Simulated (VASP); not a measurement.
A run of VASP 6.6.1 is set up as follows.

INCAR

```
SYSTEM = ZnO
ALGO = Normal
EDIFF = 1E-7
ENCUT = 520
GGA = PE
ISIF = 2
ISMEAR = 0
LASPH = .True.
LCHARG = .False.
LREAL = .False.
LWAVE = .False.
NBANDS = 46
NELM = 80
PREC = Accurate
SIGMA = 0.02
```

The input KPOINTS:

```
k-points
0
Gamma
  6 6 8
  0 0 0
```

File POSCAR:

```
ZnO
1.0
    5.8301695981      0.0000000000      0.0000000000
    0.0000000000      5.8301695981      0.0000000000
    0.0000000000      0.0000000000      3.3377452028
Zn O
4 4
Direct
    0.1801431249      0.1801431249      0.5000000000
    0.8198568751      0.8198568751      0.5000000000
    0.6801431249      0.3198568751      0.0000000000
    0.3198568751      0.6801431249      0.0000000000
    0.8201722287      0.1798277713      0.5000000000
    0.1798277713      0.8201722287      0.5000000000
    0.6798277713      0.6798277713      0.0000000000
    0.3201722287      0.3201722287      0.0000000000
```

Potentials or basis: VASP PAW PBE potentials, release 64 (Zn, O).

Run with:

```bash
$ cat potpaw_PBE.64/Zn/POTCAR potpaw_PBE.64/O/POTCAR > POTCAR
$ mpirun -np 1 vasp_std > vasp.out
```

(1) Estimate the largest force.

(2) What does it give for the pressure?

## Answers

(1) 0.013 eV/Å.

(2) -8.6 GPa.

Caveat: the cell stands under tension.
